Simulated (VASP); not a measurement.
Wanted: the native input for a VASP 6.6.1 run.

- Task: single point
- Functional: PBE
- Potentials or basis: VASP PAW PBE potentials, release 64 (Ge_d)
- Cutoff: 520 eV
- k mesh: 15 × 15 × 15
- Occupations: fermi-dirac, width 0.1 eV
- Spin: no spin polarisation
- Dipole correction: no
- Further INCAR settings: ALGO = Normal; EDIFF = 1e-06; NBANDS = 13

The structure of Ge lies in POSCAR:

```
Ge
1.0
   -1.7558791781      1.7558791781      1.7558791781
    1.7558791781     -1.7558791781      1.7558791781
    1.7558791781      1.7558791781     -1.7558791781
Ge
1
Direct
    0.0000000000      0.0000000000      0.0000000000
```

This cell differs from its parent crystal: volume scaled by 1.12.

These files were run (other wordings do the same):

INCAR

```
  PREC = Accurate
  ENCUT = 520
  EDIFF = 1E-6
  ISMEAR = -1
  SIGMA = 0.1
  LREAL = False
  LASPH = True
  NELM = 100
  ALGO = Normal
  ISIF = 2
  LWAVE = False
  LCHARG = True
  GGA = PE
  LELF = True
  LVHAR = True
  NBANDS = 13
```

KPOINTS

```
regular mesh
0
Gamma
  15 15 15
```

Potentials or basis: VASP PAW PBE potentials, release 64 (Ge_d).

Command:

```bash
$ cat potpaw_PBE.64/Ge_d/POTCAR > POTCAR
$ mpirun -np 1 vasp_std > vasp.out
```

Results of the run:

* Pressure: -5.9 GPa
* Band gap on the k mesh: zero (band 7 reaches 13.21 eV, above the bottom of band 8 at 2.87 eV)

Run time: 31 s on 1 thread of Intel Xeon 8259CL, with other jobs on the host, peak memory 0.16 GiB.
